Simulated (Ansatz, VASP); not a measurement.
**One calculation of TiGe8Mo3, two programs**

```
CELL_PARAMETERS angstrom
4.72888 0.00000 0.00000
0.00000 4.72888 0.00000
0.00000 0.00000 8.34852
ATOMIC_POSITIONS crystal
Ti 0.00000 0.00000 0.00000
Ge 0.00000 0.00000 0.66325
Ge 0.00000 0.50000 0.16213
Ge 0.50000 0.00000 0.16213
Ge 0.50000 0.50000 0.66094
Ge 0.00000 0.00000 0.33675
Ge 0.00000 0.50000 0.83787
Ge 0.50000 0.00000 0.83787
Ge 0.50000 0.50000 0.33906
Mo 0.00000 0.50000 0.50000
Mo 0.50000 0.00000 0.50000
Mo 0.50000 0.50000 0.00000
```

Alike in both runs: task single point; functional PBE; k mesh 6 × 6 × 4; occupations gaussian, width 0.2 eV; no spin polarisation.

```csv
,VASP,Ansatz
version,VASP 6.6.1,Ansatz 0.2.0
potentials or method,"VASP PAW PBE potentials, release 64 (Ti_sv, Ge_d, Mo_sv), cutoff 520 eV","scalar-relativistic, plane waves, PAW"
valence electrons in the cell,166,166
```

Ansatz gave:

```
gap on the k mesh at the Fermi level (eV)                     : none
pressure (GPa)                                                : 0.0
traceless stress, the component that is largest in VASP (GPa) : 0.24
rms of the force components (eV/Å)                            : 0.006
```

Task: Which values does VASP return?

Result: gap on the k mesh at the Fermi level (eV): none; pressure (GPa): 0.3; traceless stress, the component that is largest in VASP (GPa): 0.25; rms of the force components (eV/Å): 0.006.

Atom by atom the forces differ by 0.003 eV/Å (rms over components). A gap of «none» marks a metal or a gap that the smearing closes.
